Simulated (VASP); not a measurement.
Write the native input for VASP 6.6.1 that does the following.

```yaml
Task: single point
Functional: PBE
Potentials_or_basis: VASP PAW PBE potentials, release 64 (Mg, O)
Cutoff: 600 eV
k_mesh: 7 × 7 × 7
Occupations: fermi-dirac, width 0.0134 eV
Spin: no spin polarisation
Dipole_correction: no
Further_INCAR_settings: ALGO = Normal; EDIFF = 1e-06; NBANDS = 11
```

The structure of MgO lies in POSCAR:

```
MgO
1.0
    0.0000000000      2.1944256300      2.1944256300
    2.1944256300      0.0000000000      2.1944256300
    2.1944256300      2.1944256300      0.0000000000
Mg O
1 1
Direct
    0.0000000000      0.0000000000      0.0000000000
    0.5000000000      0.5000000000      0.5000000000
```

The input as run:

INCAR

```
PREC     = Accurate       # precision mode
ENCUT    = 600            # plane-wave cutoff, eV
EDIFF    = 1E-6           # SCF threshold, eV
ISMEAR   = -1             # smearing method
SIGMA    = 0.0134         # smearing width, eV
LREAL    = F              # projectors in reciprocal space
LASPH    = T              # aspherical terms in the spheres
NELM     = 120            # most SCF steps
ALGO     = Normal         # electronic algorithm
ISIF     = 2              # what is computed and relaxed
LWAVE    = F              # write WAVECAR
LCHARG   = T              # write CHGCAR
GGA      = PE             # functional
LELF     = T              # ELF
LVHAR    = T            
NBANDS   = 11             # bands
GGA_COMPAT= F
```

KPOINTS

```
regular mesh
0
Gamma
  7 7 7
```

Potentials or basis: VASP PAW PBE potentials, release 64 (Mg, O).

Command:

```console
$ cat potpaw_PBE.64/Mg/POTCAR potpaw_PBE.64/O/POTCAR > POTCAR
$ mpirun -np 1 vasp_std > vasp.out
```

It gave:

| Item | Value |
| --- | --- |
| Pressure | -12.5 GPa |
| Band gap on the k mesh | 3.62 eV, direct |

It took 15 s on 1 thread of Intel Xeon 8259CL (shared host), peak memory 0.16 GiB.
